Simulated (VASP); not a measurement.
Crystal: Zn.

```
Zn
1.0
     2.79000    0.00000    0.00000
    -1.39500    2.41621    0.00000
     0.00000    0.00000    4.55607
Zn
2
Direct
  0.33333 0.66667 0.25000
  0.66667 0.33333 0.75000
```

```yaml
Program: VASP 6.6.1
Task: relaxation of cell and atoms
Functional: PBE
Potentials_or_basis: VASP PAW PBE potentials, release 64 (Zn)
Cutoff: 600 eV
k_mesh: 19 × 19 × 10
Occupations: methfessel-paxton, width 0.05 eV
Spin: no spin polarisation
```

At the start: pressure -1.5 GPa; volume 15.36 Å³/atom.

**Question.** Where does the relaxation end?

**Answer.** Over 10 steps the energy falls by 19.0 meV/atom and the volume is 15.17 Å³/atom (-1.2 %); space group P6_3/mmc (No. 194, to 0.05 Å).

The path:
```csv
step,energy change (eV),largest force (eV/Å),pressure (GPa),volume (Å³)
1,0.0000,0.0000,-1.51,30.71
2,-0.0079,0.0000,-0.14,30.07
3,-0.0092,0.0000,0.65,29.77
4,-0.0140,0.0000,0.58,29.83
5,-0.0284,0.0000,0.20,30.01
6,-0.0337,0.0000,1.05,30.25
7,-0.0375,0.0000,0.32,30.15
8,-0.0378,0.0000,0.48,30.17
9,-0.0372,0.0000,-0.71,30.66
10,-0.0380,0.0000,0.08,30.34
```

Final structure:
```yaml
crystal:
  lattice:
    - [2.66482, 0.00000, 0.00000]
    - [-1.33241, 2.30780, 0.00000]
    - [0.00000, 0.00000, 4.93354]
  atoms:
    - { symbol: Zn, position: [0.33333, 0.66667, 0.25000] }
    - { symbol: Zn, position: [0.66667, 0.33333, 0.75000] }
```
